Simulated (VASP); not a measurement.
# Ta3H in VASP: a series of runs, part 2 of 2

VASP 6.6.1. The steps go on from the part before.

**3. Single point, LDA**

File INCAR:

```
PREC     = Accurate       # precision mode
ENCUT    = 520            # plane-wave cutoff, eV
EDIFF    = 1E-6           # SCF threshold, eV
ISMEAR   = 0              # smearing method
SIGMA    = 0.1            # smearing width, eV
LREAL    = False          # projectors in reciprocal space
LASPH    = True           # aspherical terms in the spheres
NELM     = 60             # most SCF steps
ALGO     = Normal         # electronic algorithm
ISIF     = 2              # what is computed and relaxed
LWAVE    = False          # write WAVECAR
LCHARG   = False          # write CHGCAR
LDIPOL   = True         
IDIPOL   = 3            
DIPOL    = 0.5 0.5 0.308
GGA      = CA             # functional
NBANDS   = 44             # bands
```

File KPOINTS:

```
Automatic mesh
0
Gamma
  6 6 1
```

File POSCAR:

```
Ta3H
1.0
    4.6002247492      0.0000000000      0.0000000000
   -2.3001123746      3.9839114959      0.0000000000
    0.0000000000      0.0000000000     22.4017722044
Ta H
6 2
Direct
    0.6666666667      0.3333333333      0.1785573018
    0.3333333333      0.6666666667      0.2204743848
    0.0000000000      0.0000000000      0.2623914678
    0.6666666667      0.3333333333      0.3016814391
    0.3333333333      0.6666666667      0.3385386112
    0.0000000000      0.0000000000      0.3750494438
    0.0453039278      0.6666666667      0.3951371402
    0.6213627389      0.6666666667      0.3951371402
```

Potentials or basis: VASP PAW LDA potentials, release 64 (Ta_pv, H).

Run with:

```
$ cat potpaw_LDA.64/Ta_pv/POTCAR potpaw_LDA.64/H/POTCAR > POTCAR
$ mpirun -np 1 vasp_std > vasp.out
```

OUTCAR:

```text
PREC = Accurate
   ENCUT = 520
   EDIFF = 1E-6
   ISMEAR = 0
   LREAL = False
   LASPH = True
   NELM = 60
   ISIF = 2
   GGA = CA

 ion  position               nearest neighbor table
   1  0.667  0.333  0.179-   4 2.76   2 2.82   2 2.82   2 2.82   3 3.25   3 3.25   3 3.25
   2  0.333  0.667  0.220-   5 2.64   1 2.82   3 2.82   1 2.82   3 2.82   3 2.82   1 2.82   4 3.22
                             4 3.22   4 3.22
   3  0.000  0.000  0.262-   6 2.52   4 2.80   4 2.80   4 2.80   2 2.82   2 2.82   2 2.82   5 3.16
                             5 3.16   5 3.16   1 3.25   1 3.25   1 3.25
   4  0.667  0.333  0.302-   1 2.76   5 2.78   5 2.78   5 2.78   3 2.80   3 2.80   3 2.80   6 3.12
                             6 3.12   6 3.12   2 3.22   2 3.22   2 3.22
   5  0.333  0.667  0.339-   7 1.83   8 1.83   2 2.64   6 2.78   6 2.78   6 2.78   4 2.78   4 2.78
                             4 2.78   3 3.16   3 3.16   3 3.16
   6  0.000  0.000  0.375-   7 1.71   8 1.71   3 2.52   5 2.78   5 2.78   5 2.78   4 3.12   4 3.12
                             4 3.12
   7  0.045  0.667  0.395-   6 1.71   5 1.83
   8  0.621  0.667  0.395-   6 1.71   5 1.83

  LATTYP: Found a hexagonal cell.
 ALAT       =     4.6002247492
 C/A-ratio  =     4.8697125523

  Lattice vectors:

 A1 = (   4.6002247492,   0.0000000000,   0.0000000000)
 A2 = (  -2.3001123746,   3.9839114959,   0.0000000000)
 A3 = (   0.0000000000,   0.0000000000,  22.4017722044)

Analysis of symmetry for initial positions (statically):
=====================================================================
 Subroutine PRICEL returns:
 Original cell was already a primitive cell.

 Routine SETGRP: Setting up the symmetry group for a
 hexagonal supercell.

 Subroutine GETGRP returns: Found  2 space group operations
 (whereof  2 operations were pure point group operations)
 out of a pool of 24 trial point group operations.

The static configuration has the point symmetry C_1h.

Analysis of symmetry for dynamics (positions and initial velocities):
=====================================================================
 Subroutine PRICEL returns:
 Original cell was already a primitive cell.

 Routine SETGRP: Setting up the symmetry group for a
 hexagonal supercell.

 Subroutine GETGRP returns: Found  2 space group operations
 (whereof  2 operations were pure point group operations)
 out of a pool of 24 trial point group operations.

The dynamic configuration has the point symmetry C_1h.

 Subroutine INISYM returns: Found  2 space group operations
 (whereof  2 operations are pure point group operations),
 and found     1 'primitive' translations

----------------------------------------------------------------------------------------

                                     Primitive cell

  volume of cell :     410.5548

  direct lattice vectors                    reciprocal lattice vectors
     4.600224749  0.000000000  0.000000000     0.217380683  0.125504796  0.000000000
    -2.300112375  3.983911496  0.000000000     0.000000000  0.251009592  0.000000000
     0.000000000  0.000000000 22.401772204     0.000000000  0.000000000  0.044639325

  length of vectors
     4.600224749  4.600224749 22.401772204     0.251009592  0.251009592  0.044639325

  position of ions in fractional coordinates (direct lattice)
     0.666666667  0.333333333  0.178557302
     0.333333333  0.666666667  0.220474385
     0.000000000  0.000000000  0.262391468
     0.666666667  0.333333333  0.301681439
     0.333333333  0.666666667  0.338538611
     0.000000000  0.000000000  0.375049444
[... 63 lines left out ...]
 SYSTEM =  unknown system
   PREC   = accura    normal or accurate (medium, high low for compatibility)
   ISTART =      0    job   : 0-new  1-cont  2-samecut
   ICHARG =      2    charge: 1-file 2-atom 10-const
   ISPIN  =      1    spin polarized calculation?
   LNONCOLLINEAR =      F non collinear calculations
   LSORBIT =      F    spin-orbit coupling
   LASPH  =      T    aspherical Exc in radial PAW
   ENCUT  =  520.0 eV  38.22 Ry    6.18 a.u.   8.55  8.55 41.65*2*pi/ulx,y,z
   NELM   =     60;   NELMIN=  2; NELMDL= -5     # of ELM steps
   EDIFF  = 0.1E-05   stopping-criterion for ELM
   LREAL  =      F    real-space projection
   EDIFFG = 0.1E-04   stopping-criterion for IOM
   NSW    =      0    number of steps for IOM
   IBRION =     -1    ionic relax: 0-MD 1-quasi-New 2-CG
   NFREE  =      0    steps in history (QN), initial steepest desc. (CG)
   ISIF   =      2    stress and relaxation
   ISYM   =      2    0-nonsym 1-usesym 2-fastsym
   POTIM  = 0.5000    time-step for ionic-motion
   TEBEG  =    0.0;   TEEND  =   0.0 temperature during run
   PSTRESS=    0.0 pullay stress
   NELECT =      68.0000    total number of electrons
   NUPDOWN=      -1.0000    fix difference up-down
   EMIN   =  10.00;   EMAX   =-10.00  energy-range for DOS
   EFERMI =   0.00;   METHOD = LEGACY
   ISMEAR =     0;   SIGMA  =   0.10  broadening in eV -4-tet -1-fermi 0-gaus
   EFERMI_NEDOS =   21; number of points for ismear=-14 and -15
   IALGO  =     38    algorithm
   IMIX   =      4    mixing-type and parameters
     AMIX     =   0.40;   BMIX     =  1.00
     AMIX_MAG =   1.60;   BMIX_MAG =  1.00
  volume/ion in A,a.u.               =      51.32       346.32
  Fermi-wavevector in a.u.,A,eV,Ry     =   0.899057  1.698972 10.997647  0.808304
  Thomas-Fermi vector in A             =   2.021844
   LORBIT       =      0    0 simple, 1 ext, 2 COOP (PROOUT), +10 PAW based schemes
   GGA     = CA    functional components
   LHFCALC =     F    Hartree Fock is set to
   AEXX    =    0.0000 exact exchange contribution
   IVDW    =     0    specifies the selected vdW correction
   LEPSILON=     F    determine dielectric tensor
   LRPA    =     F    only Hartree local field effects (RPA)
 non-spin polarized calculation
 Gauss-broadening in eV      SIGMA  =   0.10
  energy-cutoff  :      520.00
  volume of cell :      410.55
 maximum number of plane-waves:     11105
 NGX is ok and might be reduce to    36
   NGX = 17   NGY = 17   NGZ = 83

 dipolmoment           0.000000      0.000000     -0.030095 electrons x Angstroem

 number of electron      68.0000007 magnetization

 dipolmoment           0.000000      0.000000      0.048691 electrons x Angstroem

 Free energy of the ion-electron system (eV)
  ---------------------------------------------------
  ext. energy  EPLUGINS =         0.00000000
  ---------------------------------------------------
  free energy    TOTEN  =       -77.40830428 eV

  energy without entropy =      -77.37025222  energy(sigma->0) =      -77.38927825

 E-fermi :  -1.2809     XC(G=0):  -4.4333

 val. band max:       -1.2851142004   @ k =  -0.3333   0.1667   0.0000
 cond. band min:      -1.2792804481   @ k =   0.3333   0.3333   0.0000
 fundamental gap:      0.0058337524
 Fermi energy:        -1.2808525674

 k-point     1 :       0.0000    0.0000    0.0000
  band No.  band energies     occupation
      1     -35.7359      2.00000
      2     -35.6522      2.00000
      3     -35.5044      2.00000
      4     -35.5041      2.00000
      5     -35.4002      2.00000
      6     -35.3583      2.00000
[... 600 lines left out ...]
     43       1.0472      0.00000
     44       1.2794      0.00000

------------------------ aborting loop because EDIFF is reached ----------------------------------------

 vacuum level on the upper side and lower side of the slab       (xc-potential included)        -0.011        -0.476

  FORCE on cell =-STRESS in cart. coord.  units (eV):
  Direction    XX          YY          ZZ          XY          YZ          ZX
  --------------------------------------------------------------------------------------
  -------------------------------------------------------------------------------------
  Total        1.0338610      1.5614284      1.3097275      0.0000000     -1.7268371      0.0000000
  in kB        4.0346106      6.0934261      5.1111711      0.0000000     -6.7389286      0.0000000
  external PRESSURE =       5.0797359 kB  Pullay stress =       0.0000000 kB

 VOLUME and BASIS-vectors are now :
 -----------------------------------------------------------------------------
  energy-cutoff  :      520.00
  volume of cell :      410.55
      direct lattice vectors                 reciprocal lattice vectors
     4.600224749  0.000000000  0.000000000     0.217380683  0.125504796  0.000000000
    -2.300112375  3.983911496  0.000000000     0.000000000  0.251009592  0.000000000
     0.000000000  0.000000000 22.401772204     0.000000000  0.000000000  0.044639325

 POSITION                                       TOTAL-FORCE (eV/Angst)
 -----------------------------------------------------------------------------------
      2.30011      1.32797      4.00000        -0.000000      0.012956      2.105863
     -0.00000      2.65594      4.93902        -0.000000     -0.073777     -0.831561
      0.00000      0.00000      5.87803        -0.000000      0.141741     -2.346327
      2.30011      1.32797      6.75820        -0.000000     -0.413713     -0.698331
     -0.00000      2.65594      7.58386         0.000000      0.989487     -0.018029
      0.00000      0.00000      8.40177         0.000000      2.537878      0.315071
     -1.32500      2.65594      8.85177         0.948075     -1.597286      0.736657
      1.32500      2.65594      8.85177        -0.948075     -1.597286      0.736657
 -----------------------------------------------------------------------------------
    total drift:                                0.000000      0.000004      0.001103

  FREE ENERGIE OF THE ION-ELECTRON SYSTEM (eV)
  ---------------------------------------------------
  free  energy   TOTEN  =       -77.4083042842 eV

  energy  without entropy=      -77.3702522197  energy(sigma->0) =      -77.38927825

 vacuum level on the upper side and lower side of the slab         2.657         2.190
```

It took 5.3 min on 1 thread of Intel Xeon 6975P-C (Granite Rapids), shared host; peak memory 0.46 GiB.

What came out:

| Property | Result |
| --- | --- |
| Free energy | -77.4083 eV |
| Largest force | 2.557 eV/Å |
| Band gap on the k mesh | zero (bands 34 and 35 overlap by 0.29 eV) |

Forces on the atoms (eV/Å):
```
Ta   0.000  0.013  2.106
Ta   0.000 -0.074 -0.832
Ta   0.000  0.142 -2.346
Ta   0.000 -0.414 -0.698
Ta   0.000  0.989 -0.018
Ta   0.000  2.538  0.315
H    0.948 -1.597  0.737
H   -0.948 -1.597  0.737
```

Caveat: spin-orbit coupling is left out, which moves the levels of the heavy elements.

**4. Single point, LDA**

File INCAR:

```
ALGO = Normal ; DIPOL = 0.5 0.5 0.316
EDIFF = 1E-6 ; ENCUT = 520
IDIPOL = 3 ; ISIF = 2
ISMEAR = 0 ; LASPH = T
LCHARG = T ; LDIPOL = T
LELF = T ; LREAL = F
LVACPOTAV = T ; LVHAR = T
LWAVE = F ; NBANDS = 44
NELM = 60 ; PREC = Accurate
SIGMA = 0.1
```

File KPOINTS:

```
k-points
0
Gamma
  6 6 1
```

Changes to POSCAR since step 3:

```diff
@@ -14,3 +14,3 @@
     0.0000000000      0.0000000000      0.3750494438
-    0.0453039278      0.6666666667      0.3951371402
-    0.6213627389      0.6666666667      0.3951371402
+    0.0453039278      0.6666666667      0.4237063085
+    0.6213627389      0.6666666667      0.4237063085
```

Run with:

```
$ cat potpaw_LDA.64/Ta_pv/POTCAR potpaw_LDA.64/H/POTCAR > POTCAR
$ mpirun -np 1 vasp_std > vasp.out
```

It took 5.5 min on 1 thread of Intel Xeon 6975P-C (Granite Rapids), shared host; peak memory 0.47 GiB.

Results (log left out):

* Free energy: -77.0365 eV
* Largest force: 2.692 eV/Å
* Band gap on the k mesh: zero (bands 34 and 35 overlap by 0.16 eV)

Forces in eV/Å, atoms in the order of the input:
```
Ta   0.000 -0.016  2.063
Ta   0.000  0.166 -0.732
Ta   0.000  0.036 -2.610
Ta   0.000 -0.256 -0.621
Ta   0.000  0.731  2.591
Ta   0.000 -1.018  1.479
H    0.487  0.179 -1.085
H   -0.487  0.179 -1.085
```

Levels at points of the mesh, in eV from the Fermi level:
| k point | band 31 | band 32 | band 33 | band 34 | band 35 | band 36 | band 37 | band 38 |
| --- | --- | --- | --- | --- | --- | --- | --- | --- |
| (0.00, 0.00, 0.00) | -1.00 | -0.66 | -0.58 | -0.35 | -0.02 | 0.19 | 0.23 | 1.59 |
| (0.50, 0.00, 0.00) | -1.02 | -0.83 | -0.42 | -0.31 | 0.10 | 0.59 | 0.71 | 1.15 |
| (0.00, 0.50, 0.00) | -1.31 | -0.89 | -0.72 | 0.03 | 0.08 | 0.25 | 0.90 | 1.18 |

Caveat: spin-orbit coupling is left out, which moves the levels of the heavy elements.

**5. Summary**

```csv
cell,gap on the mesh (eV),largest force (eV/Å)
"as given, atomic positions A",none,2.91
"as given, atomic positions B",none,2.56
"as given, atomic positions C",none,2.69
```

Alike in all rows: task single point; level LDA; potentials or basis VASP PAW LDA potentials, release 64 (Ta_pv, H); no spin polarisation; k mesh 6 × 6 × 1; cutoff (eV) 520; smearing gaussian 0.1 eV.

Caveats: spin-orbit coupling is left out, which moves the levels of the heavy elements.

Total energies depend on the potentials used, so only differences within one code and one set of settings carry meaning.

The gap in the log of VASP goes by the Fermi energy; the results here count the filled bands.